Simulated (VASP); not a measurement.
# O (Pm-3m) in VASP: further runs, part 2 of 2

VASP 6.6.1.

**3. Single point, LDA (4.39 Å³/atom)**

Input file INCAR:

```
PREC = Accurate
ENCUT = 600
EDIFF = 1E-6
ISMEAR = -1
SIGMA = 0.05
LREAL = False
LASPH = True
NELM = 120
ALGO = Normal
ISIF = 2
LWAVE = False
LCHARG = False
NBANDS = 9
GGA_COMPAT = False
```

Input file KPOINTS:

```
Automatic mesh
0
Gamma
  18 18 18
```

Input file POSCAR:

```
O
1.0
    1.6368150302      0.0000000000      0.0000000000
    0.0000000000      1.6368150302      0.0000000000
    0.0000000000      0.0000000000      1.6368150302
O
1
Direct
    0.0000000000      0.0000000000      0.0000000000
```

Potentials or basis: VASP PAW LDA potentials, release 64 (O).

Started as:

```sh
> cat potpaw_LDA.64/O/POTCAR > POTCAR
> mpirun -np 1 vasp_std > vasp.out
```

OUTCAR:

```text
PREC = Accurate
   ENCUT = 600
   EDIFF = 1E-6
   ISMEAR = -1
   LREAL = False
   LASPH = True
   NELM = 120
   ISIF = 2

 ion  position               nearest neighbor table
   1  0.000  0.000  0.000-

  LATTYP: Found a simple cubic cell.
 ALAT       =     1.6368150302

  Lattice vectors:

 A1 = (   1.6368150302,   0.0000000000,   0.0000000000)
 A2 = (   0.0000000000,   1.6368150302,   0.0000000000)
 A3 = (   0.0000000000,   0.0000000000,   1.6368150302)

Analysis of symmetry for initial positions (statically):
=====================================================================
 Subroutine PRICEL returns:
 Original cell was already a primitive cell.

 Routine SETGRP: Setting up the symmetry group for a
 simple cubic supercell.

 Subroutine GETGRP returns: Found 48 space group operations
 (whereof 48 operations were pure point group operations)
 out of a pool of 48 trial point group operations.

The static configuration has the point symmetry O_h .

Analysis of symmetry for dynamics (positions and initial velocities):
=====================================================================
 Subroutine PRICEL returns:
 Original cell was already a primitive cell.

 Routine SETGRP: Setting up the symmetry group for a
 simple cubic supercell.

 Subroutine GETGRP returns: Found 48 space group operations
 (whereof 48 operations were pure point group operations)
 out of a pool of 48 trial point group operations.

The dynamic configuration has the point symmetry O_h .

 Subroutine INISYM returns: Found 48 space group operations
 (whereof 48 operations are pure point group operations),
 and found     1 'primitive' translations

----------------------------------------------------------------------------------------

                                     Primitive cell

  volume of cell :       4.3853

[... 108 lines left out ...]
  Fermi-wavevector in a.u.,A,eV,Ry     =   1.817435  3.434455 44.941014  3.303071
  Thomas-Fermi vector in A             =   2.874639
   LORBIT       =      0    0 simple, 1 ext, 2 COOP (PROOUT), +10 PAW based schemes
   GGA     = CA    functional components
   LHFCALC =     F    Hartree Fock is set to
   AEXX    =    0.0000 exact exchange contribution
   IVDW    =     0    specifies the selected vdW correction
   LEPSILON=     F    determine dielectric tensor
   LRPA    =     F    only Hartree local field effects (RPA)
 non-spin polarized calculation
  energy-cutoff  :      600.00
  volume of cell :        4.39
 maximum number of plane-waves:       156
 NGX is ok and might be reduce to    14
   NGX =  7   NGY =  7   NGZ =  7

 number of electron       6.0000004 magnetization

 Free energy of the ion-electron system (eV)
  ---------------------------------------------------
  ext. energy  EPLUGINS =         0.00000000
  ---------------------------------------------------
  free energy    TOTEN  =        -1.95979494 eV

  energy without entropy =       -1.95568735  energy(sigma->0) =       -1.95774114

 E-fermi :  13.6408     XC(G=0): -16.0004

 val. band max:       13.6237524689   @ k =   0.2778   0.2222   0.1667
 cond. band min:      13.6474698659   @ k =   0.2778   0.1667   0.1667
 fundamental gap:      0.0237173969
 Fermi energy:        13.6408169891

 k-point     1 :       0.0000    0.0000    0.0000
  band No.  band energies     occupation
      1     -18.9225      2.00000
      2      15.0601      0.00000
      3      15.0601      0.00000
      4      15.0601      0.00000
      5      38.4781      0.00000
      6      43.9652      0.00000
      7      43.9652      0.00000
      8      73.7306      0.00000
      9      73.7306      0.00000
[... 265 lines left out ...]
 k-point    24 :       0.3333    0.1111    0.0000
  band No.  band energies     occupation
      1     -13.7268      2.00000
      2       1.9821      2.00000
      3      14.8043      0.00000
      4      16.9793      0.00000
      5      39.2821      0.00000
      6      50.0614      0.00000
      7      52.4754      0.00000
      8      60.6160      0.00000
      9      63.4866      0.00000

 [... further k-points ...]

------------------------ aborting loop because EDIFF is reached ----------------------------------------

  FORCE on cell =-STRESS in cart. coord.  units (eV):
  Direction    XX          YY          ZZ          XY          YZ          ZX
  --------------------------------------------------------------------------------------
  -------------------------------------------------------------------------------------
  Total        9.1534247      9.1534247      9.1534247     -0.0000000     -0.0000000      0.0000000
  in kB     3344.2241861   3344.2241861   3344.2241861     -0.0000000     -0.0000000      0.0000000
  external PRESSURE =    3344.2241861 kB  Pullay stress =       0.0000000 kB

 VOLUME and BASIS-vectors are now :
 -----------------------------------------------------------------------------
  energy-cutoff  :      600.00
  volume of cell :        4.39
      direct lattice vectors                 reciprocal lattice vectors
     1.636815030  0.000000000  0.000000000     0.610942582  0.000000000  0.000000000
     0.000000000  1.636815030  0.000000000     0.000000000  0.610942582  0.000000000
     0.000000000  0.000000000  1.636815030     0.000000000  0.000000000  0.610942582

 POSITION                                       TOTAL-FORCE (eV/Angst)
 -----------------------------------------------------------------------------------
      0.00000      0.00000      0.00000         0.000000      0.000000      0.000000
 -----------------------------------------------------------------------------------
    total drift:                               -0.000000     -0.000000     -0.000000

  FREE ENERGIE OF THE ION-ELECTRON SYSTEM (eV)
  ---------------------------------------------------
  free  energy   TOTEN  =        -1.9597949374 eV

  energy  without entropy=       -1.9556873471  energy(sigma->0) =       -1.95774114
```

stdout:

```text
POSCAR found type information on POSCAR O
 POSCAR found :  1 types and       1 ions
 scaLAPACK will be used
 LDA part: xc-table for (Slater(with rela. corr.)+CA(PZ))
 , standard interpolation
 POSCAR, INCAR and KPOINTS ok, starting setup
 FFT: planning ... GRIDC
 FFT: planning ... GRID_SOFT
 FFT: planning ... GRID
 WAVECAR not read
 entering main loop
```

It took 3.8 s on 1 thread of Intel Xeon Platinum 8259CL at 2.50GHz (Skylake/Cascade Lake), shared host; peak memory 0.11 GiB.

Results:

```yaml
Free_energy: -1.9598 eV
Pressure: 334.4 GPa
Band_gap_on_the_k_mesh: zero (bands 3 and 4 overlap by 11.56 eV)
```

Levels at points of the mesh, in eV from the Fermi level:
```
           k point  band 1  band 2  band 3  band 4  band 5  band 6  band 7
(0.00, 0.00, 0.00)  -32.56    1.42    1.42    1.42   24.84   30.32   30.32
(0.50, 0.00, 0.00)  -24.32  -17.63    3.76    3.76   27.50   38.05   39.44
(0.50, 0.50, 0.00)  -16.56  -12.06  -12.06    5.65    9.72   42.06   42.06
(0.50, 0.50, 0.50)   -9.06   -7.80   -7.80   -7.80   20.77   20.77   20.77
```

Caveat: the cell stands under pressure.

**4. Single point, LDA (5.12 Å³/atom)**

This run uses another cell than the first one, of 5.12 Å³/atom.

Input file INCAR:

```
ALGO = Normal
EDIFF = 1E-6
ENCUT = 600
GGA_COMPAT = False
ISIF = 2
ISMEAR = -1
LASPH = True
LCHARG = False
LREAL = False
LWAVE = False
NBANDS = 9
NELM = 120
PREC = Accurate
SIGMA = 0.05
```

Input file KPOINTS:

```
k-points
0
Gamma
  18 18 18
```

Input file POSCAR:

```
O
1.0
    1.7231187210      0.0000000000      0.0000000000
    0.0000000000      1.7231187210      0.0000000000
    0.0000000000      0.0000000000      1.7231187210
O
1
Direct
    0.0000000000      0.0000000000      0.0000000000
```

Started as:

```sh
> cat potpaw_LDA.64/O/POTCAR > POTCAR
> mpirun -np 1 vasp_std > vasp.out
```

It took 3.9 s on 1 thread of Intel Xeon Platinum 8259CL at 2.50GHz (Skylake/Cascade Lake), shared host; peak memory 0.11 GiB.

It converged, with:

| Item | Value |
| --- | --- |
| Free energy | -3.0825 eV |
| Pressure | 171.8 GPa |
| Band gap on the k mesh | zero (bands 3 and 4 overlap by 9.67 eV) |

Levels at points of the mesh, in eV from the Fermi level:
```
           k point  band 1  band 2  band 3  band 4  band 5  band 6
(0.00, 0.00, 0.00)  -29.07    1.41    1.41    1.41   22.05   29.51
(0.50, 0.00, 0.00)  -22.32  -14.58    3.30    3.30   25.55   34.10
(0.50, 0.50, 0.00)  -16.10   -9.90   -9.90    4.83   10.98   38.70
(0.50, 0.50, 0.50)  -10.26   -6.37   -6.37   -6.37   20.93   20.93
```

Caveat: the cell stands under pressure.
